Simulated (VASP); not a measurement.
A run of VASP 6.6.1 is set up as follows.

INCAR

```
SYSTEM = Si2Mo
PREC = Accurate
ENCUT = 520
EDIFF = 1E-7
ISMEAR = -1
SIGMA = 0.03
LREAL = .FALSE.
LASPH = .TRUE.
NELM = 60
ALGO = Normal
ISIF = 2
LWAVE = .FALSE.
LCHARG = .FALSE.
GGA = PE
NBANDS = 18
ISYM = 0
```

The input KPOINTS:

```
regular mesh
0
G
  12 12 16
  0 0 0
```

Contents of POSCAR:

```
Si2Mo
1.0
   -1.5840000000      1.5840000000      3.9305000000
    1.5840000000     -1.5840000000      3.9305000000
    1.5840000000      1.5840000000     -3.9305000000
Si Mo
2 1
Direct
    0.3330000000      0.3330000000      0.0000000000
    0.6670000000      0.6670000000      0.0000000000
    0.0000000000      0.0000000000      0.0000000000
```

Potentials or basis: VASP PAW PBE potentials, release 64 (Si, Mo_sv).

The run is started by

```console
$ cat potpaw_PBE.64/Si/POTCAR potpaw_PBE.64/Mo_sv/POTCAR > POTCAR
$ mpirun -np 1 vasp_std > vasp.out
```

**Question.** What does it give for the pressure?

**Answer.** 6.8 GPa.

**Question.** Predict the band gap on the k mesh.

**Answer.** Zero (bands 11 and 12 overlap by 1.00 eV).

**Question.** Predict the largest force.

**Answer.** 0.244 eV/Å.

Stress tensor (GPa, compression positive):
```
 8.37  0.02 -0.01
 0.02  8.37 -0.01
-0.01 -0.01  3.65
```

Caveat: the cell differs from its parent crystal (equal xx and yy strain of -1 %); the cell stands under pressure.
